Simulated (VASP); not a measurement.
# Ti4As2Se (I-42d) in VASP: single point with PBE

Aim: the single point of Ti4As2Se with PBE.

Program: VASP 6.6.1. These are calculated values, not measurements. Logs are shortened: lines on timing, memory, paths and dates and some standing lists are left out, and cuts for length are marked.

### 1 The cell of the first run

It takes space group I-42d (No. 122, tetragonal). The conventional cell has a = 7.712 Å, b = 7.712 Å, c = 7.738 Å, α = 90.00°, β = 90.00°, γ = 90.00°. Within 3.5 Å of Ti (site symmetry 1) lie 4 As at 2.62 to 2.71 Å and 2 Se at 2.66 to 2.73 Å and 5 Ti at 2.87 to 3.34 Å. As (site symmetry 2) has 8 Ti at 2.62 to 2.71 Å and 4 Se at 3.60 to 3.62 Å and 4 As at 3.62 Å within 3.7 Å. Se (site symmetry -4) has 8 Ti at 2.66 to 2.73 Å and 8 As at 3.60 to 3.62 Å within 3.7 Å.

### 2 Single point, PBE, collinear spin

The input, INCAR:

```
  PREC = Accurate
  ENCUT = 520
  EDIFF = 1E-6
  ISMEAR = 0
  SIGMA = 0.15
  LREAL = False
  LASPH = True
  NELM = 150
  ALGO = Normal
  ISIF = 2
  LWAVE = False
  LCHARG = False
  ISPIN = 2
  MAGMOM = 1 1 1 1 1 1 1 1 0 0 0 0 0 0
  LORBIT = 11
  LMAXMIX = 4
  GGA = PE
  NBANDS = 81
```

The input, KPOINTS:

```
Automatic mesh
0
Gamma
  2 2 2
```

The input, POSCAR:

```
Ti4As2Se
1.0
   -3.8559289149      3.8559289149      3.8690620412
    3.8559289149     -3.8559289149      3.8690620412
    3.8559289149      3.8559289149     -3.8690620412
Ti As Se
8 4 2
Direct
    0.6193055226      0.8705190034      0.5885097871
    0.4679907838      0.3794809966      0.2487865192
    0.9692042645      0.3806944774      0.2512134808
    0.7807957355      0.5320092162      0.9114902129
    0.1306944774      0.2192042645      0.7512134808
    0.1294809966      0.7179907838      0.7487865192
    0.2820092162      0.0307957355      0.4114902129
    0.6205190034      0.8693055226      0.0885097871
    0.5016448783      0.1250000000      0.8766448783
    0.3750000000      0.4983551217      0.6233551217
    0.8750000000      0.7516448783      0.3766448783
    0.2483551217      0.6250000000      0.1233551217
    0.7500000000      0.2500000000      0.5000000000
    0.0000000000      0.0000000000      0.0000000000
```

Potentials or basis: VASP PAW PBE potentials, release 64 (Ti_sv, As, Se).

The run is started by

```console
cat potpaw_PBE.64/Ti_sv/POTCAR potpaw_PBE.64/As/POTCAR potpaw_PBE.64/Se/POTCAR > POTCAR
mpirun -np 1 vasp_std > vasp.out
```

OUTCAR:

```text
PREC = Accurate
   ENCUT = 520
   EDIFF = 1E-6
   ISMEAR = 0
   LREAL = False
   LASPH = True
   NELM = 150
   ISIF = 2
   ISPIN = 2
   LORBIT = 11
   GGA = PE

 ion  position               nearest neighbor table
   1  0.619  0.871  0.589-  10 2.62   9 2.63  14 2.66  12 2.69  11 2.71  13 2.73   2 2.87   7 2.88

   2  0.468  0.379  0.249-  11 2.62   9 2.63  13 2.66  12 2.69  10 2.71  14 2.73   1 2.87   5 2.88

   3  0.969  0.381  0.251-  12 2.62  10 2.63  14 2.66  11 2.69   9 2.71  13 2.73   4 2.87   6 2.88
[... 19 lines left out ...]
  13  0.750  0.250  0.500-   2 2.66   4 2.66   5 2.66   8 2.66   3 2.73   1 2.73   6 2.73   7 2.73

  14  0.000  0.000  0.000-   6 2.66   7 2.66   1 2.66   3 2.66   5 2.73   8 2.73   2 2.73   4 2.73

  LATTYP: Found a body centered tetragonal cell.
 ALAT       =     7.7118578298
 C/A-ratio  =     1.0034059565

  Lattice vectors:

 A1 = (  -3.8559289149,   3.8559289149,   3.8690620412)
 A2 = (   3.8559289149,  -3.8559289149,   3.8690620412)
 A3 = (   3.8559289149,   3.8559289149,  -3.8690620412)

Analysis of symmetry for initial positions (statically):
=====================================================================
 Subroutine PRICEL returns:
 Original cell was already a primitive cell.

 Routine SETGRP: Setting up the symmetry group for a
 body centered tetragonal supercell.

 Subroutine GETGRP returns: Found  8 space group operations
 (whereof  4 operations were pure point group operations)
 out of a pool of 16 trial point group operations.

The static configuration has the point symmetry S_4 .
 The point group associated with its full space group is D_2d.

Analysis of symmetry for dynamics (positions and initial velocities):
=====================================================================
 Subroutine PRICEL returns:
 Original cell was already a primitive cell.

 Routine SETGRP: Setting up the symmetry group for a
 body centered tetragonal supercell.

 Subroutine GETGRP returns: Found  8 space group operations
 (whereof  4 operations were pure point group operations)
 out of a pool of 16 trial point group operations.

The dynamic configuration has the point symmetry S_4 .
 The point group associated with its full space group is D_2d.

Analysis of structural, dynamic, and magnetic symmetry:
=====================================================================
 Subroutine PRICEL returns:
 Original cell was already a primitive cell.

 Routine SETGRP: Setting up the symmetry group for a
 body centered tetragonal supercell.

 Subroutine GETGRP returns: Found  8 space group operations
 (whereof  4 operations were pure point group operations)
 out of a pool of 16 trial point group operations.

The overall configuration has the point symmetry S_4 .
 The point group associated with its full space group is D_2d.

 Subroutine INISYM returns: Found  8 space group operations
 (whereof  4 operations are pure point group operations),
 and found     1 'primitive' translations

----------------------------------------------------------------------------------------

                                     Primitive cell

  volume of cell :     230.1038

  direct lattice vectors                    reciprocal lattice vectors
    -3.855928915  3.855928915  3.869062041     0.000000000  0.129670440  0.129230288
     3.855928915 -3.855928915  3.869062041     0.129670440  0.000000000  0.129230288
     3.855928915  3.855928915 -3.869062041     0.129670440  0.129670440  0.000000000

  length of vectors
     6.686255804  6.686255804  6.686255804     0.183070725  0.183070725  0.183381695

  position of ions in fractional coordinates (direct lattice)
     0.619305523  0.870519003  0.588509787
     0.467990784  0.379480997  0.248786519
     0.969204264  0.380694477  0.251213481
     0.780795735  0.532009216  0.911490213
     0.130694477  0.219204265  0.751213481
     0.129480997  0.717990784  0.748786519
     0.282009216  0.030795735  0.411490213
     0.620519003  0.869305523  0.088509787
     0.501644878  0.125000000  0.876644878
     0.375000000  0.498355122  0.623355122
     0.875000000  0.751644878  0.376644878
     0.248355122  0.625000000  0.123355122
     0.750000000  0.250000000  0.500000000
     0.000000000  0.000000000  0.000000000

  ion indices of the primitive-cell ions
   primitive index   ion index
                 1           1
                 2           2
                 3           3
                 4           4
                 5           5
                 6           6
                 7           7
                 8           8
                 9           9
[... 33 lines left out ...]
            Coordinates               Weight
  0.000000  0.000000  0.000000      1.000000
  0.500000  0.000000  0.000000      4.000000
  0.500000  0.500000  0.000000      2.000000
  0.500000  0.500000  0.500000      1.000000
   k-points           NKPTS =      4   k-points in BZ     NKDIM =      4   number of bands    NBANDS=     81
   number of dos      NEDOS =    301   number of ions     NIONS =     14
   total plane-waves  NPLWV = 125000
   dimension x,y,z NGX =    50 NGY =   50 NGZ =   50
   dimension x,y,z NGXF=   100 NGYF=  100 NGZF=  100
   ions per type =               8   4   2
   NGX,Y,Z   is equivalent  to a cutoff of  12.43, 12.43, 12.43 a.u.
   NGXF,Y,Z  is equivalent  to a cutoff of  24.86, 24.86, 24.86 a.u.
 SYSTEM =  unknown system
   PREC   = accura    normal or accurate (medium, high low for compatibility)
   ISTART =      0    job   : 0-new  1-cont  2-samecut
   ICHARG =      2    charge: 1-file 2-atom 10-const
   ISPIN  =      2    spin polarized calculation?
   LNONCOLLINEAR =      F non collinear calculations
   LSORBIT =      F    spin-orbit coupling
   LASPH  =      T    aspherical Exc in radial PAW
   ENCUT  =  520.0 eV  38.22 Ry    6.18 a.u.  12.43 12.43 12.43*2*pi/ulx,y,z
   NELM   =    150;   NELMIN=  2; NELMDL= -5     # of ELM steps
   EDIFF  = 0.1E-05   stopping-criterion for ELM
   LREAL  =      F    real-space projection
   EDIFFG = 0.1E-04   stopping-criterion for IOM
   NSW    =      0    number of steps for IOM
   IBRION =     -1    ionic relax: 0-MD 1-quasi-New 2-CG
   NFREE  =      0    steps in history (QN), initial steepest desc. (CG)
   ISIF   =      2    stress and relaxation
   ISYM   =      2    0-nonsym 1-usesym 2-fastsym
   POTIM  = 0.5000    time-step for ionic-motion
   TEBEG  =    0.0;   TEEND  =   0.0 temperature during run
   PSTRESS=    0.0 pullay stress
   NELECT =     128.0000    total number of electrons
   NUPDOWN=      -1.0000    fix difference up-down
   EMIN   =  10.00;   EMAX   =-10.00  energy-range for DOS
   EFERMI =   0.00;   METHOD = LEGACY
   ISMEAR =     0;   SIGMA  =   0.15  broadening in eV -4-tet -1-fermi 0-gaus
   EFERMI_NEDOS =   21; number of points for ismear=-14 and -15
   IALGO  =     38    algorithm
   IMIX   =      4    mixing-type and parameters
     AMIX     =   0.40;   BMIX     =  1.00
     AMIX_MAG =   1.60;   BMIX_MAG =  1.00
  volume/ion in A,a.u.               =      16.44       110.92
  Fermi-wavevector in a.u.,A,eV,Ry     =   1.346388  2.544304 24.664108  1.812761
  Thomas-Fermi vector in A             =   2.474224
   LORBIT       =     11    0 simple, 1 ext, 2 COOP (PROOUT), +10 PAW based schemes
   GGA     = PE    functional components
   LHFCALC =     F    Hartree Fock is set to
   AEXX    =    0.0000 exact exchange contribution
   IVDW    =     0    specifies the selected vdW correction
   LEPSILON=     F    determine dielectric tensor
   LRPA    =     F    only Hartree local field effects (RPA)
 spin polarized calculation
 Gauss-broadening in eV      SIGMA  =   0.15
  energy-cutoff  :      520.00
  volume of cell :      230.10
 maximum number of plane-waves:      6220
 NGX is ok and might be reduce to    50
   NGX = 25   NGY = 25   NGZ = 25

 number of electron     128.0000015 magnetization       0.0007536

 Free energy of the ion-electron system (eV)
  ---------------------------------------------------
  ext. energy  EPLUGINS =         0.00000000
  ---------------------------------------------------
  free energy    TOTEN  =      -100.69113398 eV

  energy without entropy =     -100.49318085  energy(sigma->0) =     -100.59215741

 E-fermi :   9.0696     XC(G=0): -11.5524

 val. band max:        9.0520258456   @ k =   0.5000   0.0000   0.0000
 cond. band min:       9.1326407426   @ k =   0.5000   0.0000   0.0000
 fundamental gap:      0.0806148970
 Fermi energy:         9.0696085136

 spin component 1

 k-point     1 :       0.0000    0.0000    0.0000
  band No.  band energies     occupation
      1     -48.1508      1.00000
      2     -48.1376      1.00000
      3     -48.1069      1.00000
      4     -48.1059      1.00000
      5     -48.1059      1.00000
      6     -48.1008      1.00000
[... 305 lines left out ...]
     75      10.4830      0.00000
     76      10.4831      0.00000
 Fermi energy:         9.0696085136

 spin component 2

 k-point     1 :       0.0000    0.0000    0.0000
  band No.  band energies     occupation
      1     -48.1508      1.00000
      2     -48.1376      1.00000
      3     -48.1069      1.00000
      4     -48.1058      1.00000
      5     -48.1058      1.00000
      6     -48.1007      1.00000
[... 305 lines left out ...]
     75      10.4831      0.00000
     76      10.4832      0.00000
 [bands above 76 left out]

------------------------ aborting loop because EDIFF is reached ----------------------------------------

  FORCE on cell =-STRESS in cart. coord.  units (eV):
  Direction    XX          YY          ZZ          XY          YZ          ZX
  --------------------------------------------------------------------------------------
  -------------------------------------------------------------------------------------
  Total        0.4034224      0.4034224     -0.3972231      0.0000000      0.0000000      0.0000000
  in kB        2.8089688      2.8089688     -2.7658038      0.0000000      0.0000000      0.0000000
  external PRESSURE =       0.9507113 kB  Pullay stress =       0.0000000 kB

 VOLUME and BASIS-vectors are now :
 -----------------------------------------------------------------------------
  energy-cutoff  :      520.00
  volume of cell :      230.10
      direct lattice vectors                 reciprocal lattice vectors
    -3.855928915  3.855928915  3.869062041     0.000000000  0.129670440  0.129230288
     3.855928915 -3.855928915  3.869062041     0.129670440  0.000000000  0.129230288
     3.855928915  3.855928915 -3.869062041     0.129670440  0.129670440  0.000000000

 POSITION                                       TOTAL-FORCE (eV/Angst)
 -----------------------------------------------------------------------------------
      3.23791      1.30059      3.48724         0.048560      0.018553     -0.046326
      0.61802      1.30059      2.31635        -0.048560      0.018553      0.046326
     -1.30059      3.23791      4.25088        -0.018553      0.048560      0.046326
      2.55534      4.47394      1.55271        -0.018553     -0.048560     -0.046326
      3.23791      2.55534     -1.55271         0.048560     -0.018553      0.046326
      5.15652      0.61802      0.38182         0.018553     -0.048560      0.046326
      0.61802      2.55534     -0.38182        -0.048560     -0.018553     -0.046326
      1.30059     -0.61802      5.42177         0.018553      0.048560     -0.046326
      1.92796      4.83260     -0.96727         0.000000      0.023748      0.000000
      2.87926      1.92796      0.96727        -0.023748     -0.000000      0.000000
      0.97667      1.92796      4.83633         0.023748     -0.000000      0.000000
      1.92796     -0.97667      2.90180         0.000000     -0.023748      0.000000
      0.00000      3.85593      1.93453         0.000000     -0.000000      0.000000
      0.00000      0.00000      0.00000         0.000000     -0.000000      0.000000
 -----------------------------------------------------------------------------------
    total drift:                                0.000001      0.000001      0.000001

  FREE ENERGIE OF THE ION-ELECTRON SYSTEM (eV)
  ---------------------------------------------------
  free  energy   TOTEN  =      -100.6911339821 eV

  energy  without entropy=     -100.4931808469  energy(sigma->0) =     -100.59215741

 total charge

# of ion       s       p       d       tot
------------------------------------------
    1        2.157   6.109   2.010  10.277
    2        2.157   6.109   2.010  10.277
    3        2.157   6.109   2.010  10.277
    4        2.157   6.109   2.010  10.277
    5        2.157   6.109   2.010  10.277
    6        2.157   6.109   2.010  10.277
    7        2.157   6.109   2.010  10.277
    8        2.157   6.109   2.010  10.277
    9        1.189   1.657   0.059   2.906
   10        1.189   1.657   0.059   2.906
   11        1.189   1.657   0.059   2.906
   12        1.189   1.657   0.059   2.906
   13        1.427   2.431   0.086   3.944
   14        1.427   2.431   0.086   3.944
--------------------------------------------------
tot         24.872  60.364  16.490 101.725

 magnetization (x)

# of ion       s       p       d       tot
------------------------------------------
    1        0.000   0.000   0.000   0.000
    2        0.000   0.000   0.000   0.000
    3        0.000   0.000   0.000   0.000
    4        0.000   0.000   0.000   0.000
    5        0.000   0.000   0.000   0.000
    6        0.000   0.000   0.000   0.000
    7        0.000   0.000   0.000   0.000
    8        0.000   0.000   0.000   0.000
    9       -0.000  -0.000   0.000  -0.000
   10       -0.000  -0.000   0.000  -0.000
   11       -0.000  -0.000   0.000  -0.000
   12       -0.000  -0.000   0.000  -0.000
   13       -0.000  -0.000   0.000  -0.000
   14       -0.000  -0.000   0.000  -0.000
--------------------------------------------------
tot          0.000  -0.000   0.001   0.001
```

Run time: 5.9 min. Hardware: 1 thread of Intel Xeon Platinum 8259CL at 2.50GHz (Skylake/Cascade Lake), shared host; peak memory 0.5 GiB.

What came out:

* Free energy: -100.6911 eV
* Pressure: 0.1 GPa
* Largest force: 0.070 eV/Å
* Band gap on the k mesh: zero (filled and empty bands overlap)
* Net moment: 0.00 μB per cell
* Valence electrons inside the program's atomic spheres: Ti 10.28; As 2.91; Se 3.94

Forces in eV/Å, atoms in the order of the input:
```
Ti   0.049  0.019 -0.046
Ti  -0.049  0.019  0.046
Ti  -0.019  0.049  0.046
Ti  -0.019 -0.049 -0.046
Ti   0.049 -0.019  0.046
Ti   0.019 -0.049  0.046
Ti  -0.049 -0.019 -0.046
Ti   0.019  0.049 -0.046
As   0.000  0.024  0.000
As  -0.024  0.000  0.000
As   0.024  0.000  0.000
As   0.000 -0.024  0.000
Se   0.000  0.000  0.000
Se   0.000  0.000  0.000
```

Levels at points of the mesh, in eV from the Fermi level:
Spin up:
```csv
k point,band 61,band 62,band 63,band 64,band 65,band 66,band 67,band 68
"(0.00, 0.00, 0.00)",-0.90,-0.53,-0.47,-0.40,0.17,0.18,0.18,0.75
"(0.50, 0.00, 0.00)",-0.68,-0.65,-0.12,-0.06,-0.02,0.06,0.29,0.29
"(0.50, 0.50, 0.00)",-0.61,-0.61,-0.11,-0.11,0.11,0.11,0.24,0.24
"(0.50, 0.50, 0.50)",-1.13,-1.13,0.51,0.51,0.56,0.56,0.61,0.61
```
Spin down:
```tsv
k point	band 61	band 62	band 63	band 64	band 65	band 66	band 67	band 68
(0.00, 0.00, 0.00)	-0.90	-0.53	-0.47	-0.40	0.17	0.18	0.18	0.75
(0.50, 0.00, 0.00)	-0.68	-0.65	-0.12	-0.06	-0.02	0.06	0.29	0.29
(0.50, 0.50, 0.00)	-0.61	-0.61	-0.11	-0.11	0.11	0.11	0.24	0.24
(0.50, 0.50, 0.50)	-1.13	-1.13	0.51	0.51	0.56	0.56	0.61	0.61
```

Caveat: the k points lie up to 0.58 Å⁻¹ apart, too coarse for converged energies and pressures of a metal.

The gap in the log of VASP goes by the Fermi energy; the results here count the filled bands.